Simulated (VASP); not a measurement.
# Au: single point with PBEsol

Crystal: Au.

```
Au
1.0
     0.00000    2.04550    1.94322
     2.04550    0.00000    1.94322
     2.04550    2.04550    0.00000
Au
1
Direct
  0.00000 0.00000 0.00000
```

This cell differs from its parent crystal: strain +0.000 along x and y, -0.050 along z.

```yaml
Program: VASP 6.6.1
Task: single point
Functional: PBEsol
Potentials_or_basis: VASP PAW PBE potentials, release 64 (Au)
Cutoff: 520 eV
k_mesh: 20 × 20 × 20
Occupations: gaussian, width 0.15 eV
Spin: no spin polarisation
Dipole_correction: no
Further_INCAR_settings: ALGO = Fast; EDIFF = 1e-06; NBANDS = 12
```

```
Pressure : 8.9 GPa
```

Stress tensor (GPa, compression positive):
```
8.35 0.00 0.00
0.00 8.35 0.00
0.00 0.00 9.91
```

Levels at points of the mesh, in eV from the Fermi level:
```
           k point  band 2  band 3  band 4  band 5  band 6  band 7  band 8  band 9  band 10  band 11
(0.00, 0.00, 0.00)   -5.11   -5.11   -4.65   -3.58   -3.06   14.44   18.33   18.33    19.36    23.74
(0.50, 0.00, 0.00)   -5.25   -4.77   -2.13   -1.88   -1.27    3.30   13.76   16.87    18.10    25.07
(0.50, 0.50, 0.00)   -7.20   -2.05   -1.63   -1.63    1.43    6.95    9.45    9.45    17.15    19.87
(0.50, 0.00, 0.50)   -7.20   -2.06   -1.85   -1.49    0.50    5.71   10.30   10.49    17.99    20.71
```

Wall time 3.7 min on 1 thread of AMD EPYC 7R43 64-Core Processor (Zen 3) (shared host), peak memory 0.21 GiB.

Caveat: the cell differs from its parent crystal (strain +0.000 along x and y, -0.050 along z); the PAW data sets were made with another functional, which shifts forces and pressure a little; spin-orbit coupling is left out, which moves the levels of the heavy elements.
